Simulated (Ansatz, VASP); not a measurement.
# One calculation of Mg, two programs

```xyz
2
Lattice="3.2093 -0.0160 -0.0160 -1.6185 2.7873 -0.0059 -0.0261 -0.0261 5.2103" Properties=species:S:1:pos:R:3 pbc="T T T"
Mg   -0.0158    1.8464    1.2933
Mg    1.5805    0.8989    3.8951
```

Change from the starting cell: equal xy, yz and zx shear strains of -1 %.

Alike in both runs: task single point; functional PBEsol; k mesh 12 × 12 × 7; occupations fermi-dirac, width 0.08 eV; no spin polarisation.

```csv
,VASP,Ansatz
version,VASP 6.6.1,Ansatz 0.2.0
potentials or method,"VASP PAW PBE potentials, release 64 (Mg), cutoff 520 eV","all-electron LAPW, scalar-relativistic"
```

```csv
,VASP,Ansatz,Ansatz less VASP
pressure (GPa),-1.2,-1.1,+0.04
"traceless stress, the component that is largest in VASP (GPa)",-0.49,-0.49,+0.002
rms of the force components (eV/Å),0.005,0.005,0.0000
```

VASP's potentials were made for PBE, not for PBEsol. Atom by atom the forces differ by 0.000 eV/Å (rms over components). Ansatz ran all-electron here, and VASP with PAW potentials.
